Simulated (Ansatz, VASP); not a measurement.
## HfO2 in VASP and in Ansatz

```
Hf O
1.0
     5.25403    0.00000    0.00000
     0.00000    5.03791    0.00000
     0.00000    0.00000    5.06602
Hf O
4 8
Direct
  0.96699 0.73252 0.74144
  0.53301 0.73252 0.24144
  0.46699 0.26748 0.74144
  0.03301 0.26748 0.24144
  0.63213 0.92865 0.87927
  0.86787 0.92865 0.37927
  0.23395 0.53988 0.49229
  0.26605 0.53988 0.99229
  0.76605 0.46012 0.99229
  0.73395 0.46012 0.49229
  0.13213 0.07135 0.87927
  0.36787 0.07135 0.37927
```

Alike in both runs: task single point; functional PBE; dispersion D4; k mesh 5 × 6 × 5; occupations fermi-dirac, width 0.05 eV; no spin polarisation.

```csv
,VASP,Ansatz
version,VASP 6.6.1,Ansatz 0.2.0
potentials or method,"VASP PAW PBE potentials, release 64 (Hf_pv, O)",Ansatz PAW
plane-wave cutoff (eV),520,420
valence electrons in the cell,88,152
```

VASP gave:

```
gap on the k mesh at the Fermi level (eV)                     : 4.37
least direct gap on the mesh (eV)                             : 4.57
pressure (GPa)                                                : -2.1
traceless stress, the component that is largest in VASP (GPa) : -0.09
rms of the force components (eV/Å)                            : 0.026
```

Task: What did Ansatz give for the same quantities?

Result: gap on the k mesh at the Fermi level (eV): 4.41; least direct gap on the mesh (eV): 4.61; pressure (GPa): 1.2; traceless stress, the component that is largest in VASP (GPa): -0.08; rms of the force components (eV/Å): 0.030.

Atom by atom the forces differ by 0.027 eV/Å (rms over components). VASP's potentials hold 88 valence electrons a cell and Ansatz's 152, so a difference there can come from the potentials and not from the codes.

Spin-orbit coupling is off throughout. Noted on Ansatz's run: odd divisions of the mesh miss points on the zone boundary, where band edges often lie, so the gap on the mesh can be too wide.
